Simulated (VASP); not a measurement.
# Sc (Im-3m) in VASP: single point with PBE

Aim: the single point of Sc with PBE.

Program: VASP 6.6.1. These are calculated values, not measurements. Logs are shortened: lines on timing, memory, paths and dates and some standing lists are left out, and cuts for length are marked.

## 1. The cell of the first run

Symmetry: Im-3m, No. 229, cubic system. Conventional cell: a = 3.678 Å, b = 3.678 Å, c = 3.678 Å, α = 90.00°, β = 90.00°, γ = 90.00°. Sc (site symmetry m-3m) has 14 Sc at 3.19 to 3.68 Å within 4.2 Å.

This isn't the form of Sc at room conditions, which is hcp.

## 2. Single point, PBE, non-collinear spin, zero start, spin-orbit coupling

INCAR

```
ALGO = Normal
EDIFF = 1E-7
ENCUT = 520
GGA = PE
GGA_COMPAT = F
ISIF = 2
ISMEAR = 0
LASPH = T
LCHARG = F
LMAXMIX = 4
LORBIT = 11
LORBMOM = T
LREAL = F
LSORBIT = T
LWAVE = F
MAGMOM = 0 0 0
NBANDS = 22
NELM = 150
PREC = Accurate
SIGMA = 0.05
```

KPOINTS

```
k-points
0
Gamma
  16 16 16
```

POSCAR

```
Sc
1.0
   -1.8389362353      1.8389362353      1.8389362353
    1.8389362353     -1.8389362353      1.8389362353
    1.8389362353      1.8389362353     -1.8389362353
Sc
1
Direct
    0.0000000000      0.0000000000      0.0000000000
```

Potentials or basis: VASP PAW PBE potentials, release 64 (Sc_sv).

Launch:

```sh
$ cat potpaw_PBE.64/Sc_sv/POTCAR > POTCAR
$ mpirun -np 1 vasp_ncl > vasp.out
```

OUTCAR:

```text
EDIFF = 1E-7
   ENCUT = 520
   GGA = PE
   ISIF = 2
   ISMEAR = 0
   LASPH = T
   LORBIT = 11
   LREAL = F
   LSORBIT = T
   NELM = 150
   PREC = Accurate

 ion  position               nearest neighbor table
   1  0.000  0.000  0.000-

  LATTYP: Found a body centered cubic cell.
 ALAT       =     3.6778724706

  Lattice vectors:

 A1 = (  -1.8389362353,   1.8389362353,   1.8389362353)
 A2 = (   1.8389362353,  -1.8389362353,   1.8389362353)
 A3 = (   1.8389362353,   1.8389362353,  -1.8389362353)

Analysis of symmetry for initial positions (statically):
=====================================================================
 Subroutine PRICEL returns:
 Original cell was already a primitive cell.

 Routine SETGRP: Setting up the symmetry group for a
 body centered cubic supercell.

 Subroutine GETGRP returns: Found 48 space group operations
 (whereof 48 operations were pure point group operations)
 out of a pool of 48 trial point group operations.

The static configuration has the point symmetry O_h .

Analysis of symmetry for dynamics (positions and initial velocities):
=====================================================================
 Subroutine PRICEL returns:
 Original cell was already a primitive cell.

 Routine SETGRP: Setting up the symmetry group for a
 body centered cubic supercell.

 Subroutine GETGRP returns: Found 48 space group operations
 (whereof 48 operations were pure point group operations)
 out of a pool of 48 trial point group operations.

The dynamic configuration has the point symmetry O_h .

Analysis of structural, dynamic, and magnetic symmetry:
=====================================================================
 Subroutine PRICEL returns:
 Original cell was already a primitive cell.

 Routine SETGRP: Setting up the symmetry group for a
 body centered cubic supercell.

 Subroutine GETGRP returns: Found 48 space group operations
 (whereof 48 operations were pure point group operations)
 out of a pool of 48 trial point group operations.

The overall configuration has the point symmetry O_h .

 Subroutine INISYM returns: Found 48 space group operations
 (whereof 48 operations are pure point group operations),
 and found     1 'primitive' translations

----------------------------------------------------------------------------------------

[... 148 lines left out ...]
 k-point     1 :       0.0000    0.0000    0.0000
  band No.  band energies     occupation
      1     -45.8846      1.00000
      2     -45.8846      1.00000
      3     -24.6384      1.00000
      4     -24.6384      1.00000
      5     -24.1274      1.00000
      6     -24.1274      1.00000
[... 589 lines left out ...]
     21      12.5612      0.00000
     22      12.5612      0.00000

 [... further k-points ...]

------------------------ aborting loop because EDIFF is reached ----------------------------------------

  FORCE on cell =-STRESS in cart. coord.  units (eV):
  Direction    XX          YY          ZZ          XY          YZ          ZX
  --------------------------------------------------------------------------------------
  -------------------------------------------------------------------------------------
  Total        0.0014217      0.0014217      0.0014217      0.0000000      0.0000000      0.0000000
  in kB        0.0915692      0.0915692      0.0915692      0.0000000      0.0000000      0.0000000
  external PRESSURE =       0.0915692 kB  Pullay stress =       0.0000000 kB

 VOLUME and BASIS-vectors are now :
 -----------------------------------------------------------------------------
  energy-cutoff  :      520.00
  volume of cell :       24.87
      direct lattice vectors                 reciprocal lattice vectors
    -1.838936235  1.838936235  1.838936235     0.000000000  0.271896323  0.271896323
     1.838936235 -1.838936235  1.838936235     0.271896323  0.000000000  0.271896323
     1.838936235  1.838936235 -1.838936235     0.271896323  0.271896323  0.000000000

 POSITION                                       TOTAL-FORCE (eV/Angst)
 -----------------------------------------------------------------------------------
      0.00000      0.00000      0.00000         0.000000      0.000000     -0.000000
 -----------------------------------------------------------------------------------
    total drift:                               -0.000000      0.000000      0.000000

  FREE ENERGIE OF THE ION-ELECTRON SYSTEM (eV)
  ---------------------------------------------------
  free  energy   TOTEN  =        -6.1492502831 eV

  energy  without entropy=       -6.1452490172  energy(sigma->0) =       -6.14724965

 orbital moment (x)

 # of ion     p       d       tot
 ----------------------------------------
  1         0.000   0.000   0.000
 ----------------------------------------
            0.000   0.000   0.000

 orbital moment (y)

 # of ion     p       d       tot
 ----------------------------------------
  1        -0.000  -0.000  -0.000
 ----------------------------------------
           -0.000  -0.000  -0.000

 orbital moment (z)

 # of ion     p       d       tot
 ----------------------------------------
  1         0.000   0.000   0.000
 ----------------------------------------
            0.000   0.000   0.000

 Spin-Orbit-Coupling matrix elements

 Ion:    1  E_soc:     -0.0072515
 l=   1
     0.0000000    -0.0011899    -0.0011899
    -0.0011899     0.0000000    -0.0011899
    -0.0011899    -0.0011899     0.0000000
 l=   2
     0.0000000     0.0000007     0.0000000     0.0000007    -0.0000194
     0.0000007     0.0000000    -0.0000146     0.0000007    -0.0000049
     0.0000000    -0.0000146     0.0000000    -0.0000146     0.0000000
     0.0000007     0.0000007    -0.0000146     0.0000000    -0.0000049
    -0.0000194    -0.0000049     0.0000000    -0.0000049     0.0000000
 l=   3
     0.0000000     0.0000000     0.0000000     0.0000000     0.0000000     0.0000000     0.0000000
     0.0000000     0.0000000     0.0000000     0.0000000     0.0000000     0.0000000     0.0000000
     0.0000000     0.0000000     0.0000000     0.0000000     0.0000000     0.0000000     0.0000000
     0.0000000     0.0000000     0.0000000     0.0000000     0.0000000     0.0000000     0.0000000
     0.0000000     0.0000000     0.0000000     0.0000000     0.0000000     0.0000000     0.0000000
     0.0000000     0.0000000     0.0000000     0.0000000     0.0000000     0.0000000     0.0000000
     0.0000000     0.0000000     0.0000000     0.0000000     0.0000000     0.0000000     0.0000000

 total charge

# of ion       s       p       d       tot
------------------------------------------
    1        2.268   6.109   0.978   9.355

 magnetization (x)

# of ion       s       p       d       tot
------------------------------------------
    1        0.000  -0.000  -0.000  -0.000

 magnetization (y)

# of ion       s       p       d       tot
------------------------------------------
    1       -0.000  -0.000  -0.000  -0.000

 magnetization (z)

# of ion       s       p       d       tot
------------------------------------------
    1       -0.000  -0.000   0.000  -0.000
```

stdout:

```text
POSCAR found type information on POSCAR Sc
 POSCAR found :  1 types and       1 ions
 scaLAPACK will be used
 LDA part: xc-table for (Slater+PW92), standard interpolation
 POSCAR, INCAR and KPOINTS ok, starting setup
 FFT: planning ... GRIDC
 FFT: planning ... GRID_SOFT
 FFT: planning ... GRID
 WAVECAR not read
 entering main loop
```

It took 1.9 min on 1 thread of Intel Xeon Platinum 8175M at 2.50GHz (Skylake/Cascade Lake), shared host; peak memory 0.27 GiB.

Results:

```
Free energy                                           : -6.1493 eV
Pressure                                              : 0.0 GPa
Net moment                                            : 0.00 μB per cell
Valence electrons inside the program's atomic spheres : Sc 9.36
```

Moments on the atoms (μB; x, y, z):
```
Sc  0.00 0.00 0.00
```
